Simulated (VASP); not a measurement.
KTaO3, 5 atoms in the cell. Symmetry: P4/mmm, No. 123, tetragonal system. Conventional cell: a = 3.985 Å, b = 3.985 Å, c = 3.547 Å, α = 90.00°, β = 90.00°, γ = 90.00°. Within 3.5 Å of K (site symmetry 4/mmm) lie 12 O at 2.67 to 2.82 Å and 8 Ta at 3.33 Å. Ta (site symmetry 4/mmm) has 6 O at 1.77 to 1.99 Å within 2.4 Å. Within 2.6 Å of O (site symmetry mmm) lie 2 Ta at 1.99 Å. O (site symmetry 4/mmm) has 2 Ta at 1.77 Å within 2.4 Å.  This cell differs from its parent crystal: normal strain along x +0.0000, normal strain along z -0.1100.

| Item | Value |
| --- | --- |
| Program | VASP 6.6.1 |
| Task | single point |
| Functional | PBEsol |
| Potentials or basis | VASP PAW PBE potentials, release 64 (K_sv, Ta_pv, O) |
| Cutoff | 520 eV |
| k mesh | 8 × 8 × 8 |
| Occupations | gaussian, width 0.05 eV |
| Spin | no spin polarisation |
| Dipole correction | no |
| Further INCAR settings | ALGO = Normal; EDIFF = 1e-06; NBANDS = 27 |

Potentials or basis: VASP PAW PBE potentials, release 64 (K_sv, Ta_pv, O).

Run with:

```console
$ cat potpaw_PBE.64/K_sv/POTCAR potpaw_PBE.64/Ta_pv/POTCAR potpaw_PBE.64/O/POTCAR > POTCAR
$ mpirun -np 1 vasp_std > vasp.out
```

Hardware: 1 thread of Intel Xeon 6975P-C, on a shared host.

How long does it take, and how much memory?

It took 90 s on 1 thread of Intel Xeon 6975P-C, with other jobs on the host, peak memory 0.24 GiB. Counts: scf iterations 13, k points 75.
